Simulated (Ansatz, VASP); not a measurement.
Te2Mo: VASP beside Ansatz

Contents of POSCAR:

```
Te2Mo
1.0
    3.5612561764      0.0000000000      0.0000000000
   -1.7806280882      3.0841383181      0.0000000000
    0.0000000000      0.0000000000     17.5238001931
Te Mo
2 1
Direct
    0.3333333333      0.6666666667      0.9252990270
    0.3333333333      0.6666666667      0.1020922919
    0.0000000000      0.0000000000      0.0000000000
```

Contents of INCAR.step1:

```
SYSTEM = Te2Mo
PREC = Accurate
ENCUT = 520
ISMEAR = 0
SIGMA = 0.05
LREAL = .False.
LASPH = .True.
NELM = 60
NBANDS = 20
GGA = PE
ALGO = Normal
EDIFF = 1E-4
LWAVE = .True.
LCHARG = .False.
```

File INCAR.step2:

```
SYSTEM = Te2Mo
PREC = Accurate
ENCUT = 520
EDIFF = 1E-7
ISMEAR = 0
SIGMA = 0.05
LREAL = .False.
LASPH = .True.
NELM = 60
ALGO = Normal
ISIF = 2
LWAVE = .False.
LCHARG = .False.
METAGGA = R2SCAN
LMIXTAU = .True.
NBANDS = 20
ISTART = 1
```

The input KPOINTS:

```
Automatic mesh
0
Gamma
  12 12 2
  0 0 0
```

Input for Ansatz:

```yaml
crystal:
  lattice:
    - [3.5612561764, 0.0, 0.0]
    - [-1.7806280882, 3.0841383181, 0.0]
    - [0.0, 0.0, 17.5238001931]
  atoms:
    - { symbol: Te, position: [0.3333333333, 0.6666666667, 0.925299027] }
    - { symbol: Te, position: [0.3333333333, 0.6666666667, 0.1020922919] }
    - { symbol: Mo, position: [0.0, 0.0, 0.0] }
basis:
  ecutwfc: 500
kpoints:
  mp_grid: { grid: [12, 12, 2] }
hamiltonian:
  xc: r2scan
scf:
  occupations: { method: gaussian, width: 0.05 }
output:
  forces: true
  stress: true
  eigenvalues: true
```

Alike in both runs: task single point; functional r2SCAN; k mesh 12 × 12 × 2; occupations gaussian, width 0.05 eV; no spin polarisation.

|  | VASP | Ansatz |
| --- | --- | --- |
| version | VASP 6.6.1 | Ansatz 0.2.0 |
| potentials or method | VASP PAW PBE potentials, release 64 (Te, Mo_sv), cutoff 520 eV | scalar-relativistic, plane waves, PAW |
| valence electrons in the cell | 26 | 46 |

|  | VASP | Ansatz | Ansatz less VASP |
| --- | --- | --- | --- |
| gap on the k mesh at the Fermi level (eV) | none | none | - |
| rms of the force components (eV/Å) | 3.495 | 3.513 | +0.0180 |

VASP's potentials were made for PBE, not for r2SCAN. Atom by atom the forces differ by 0.028 eV/Å (rms over components). A gap of «none» marks a metal or a gap that the smearing closes. The functional is the same, so the differences come from potentials, cutoffs and numerics. VASP's potentials hold 26 valence electrons a cell and Ansatz's 46, so a difference there can come from the potentials and not from the codes.

Spin-orbit coupling is off throughout.
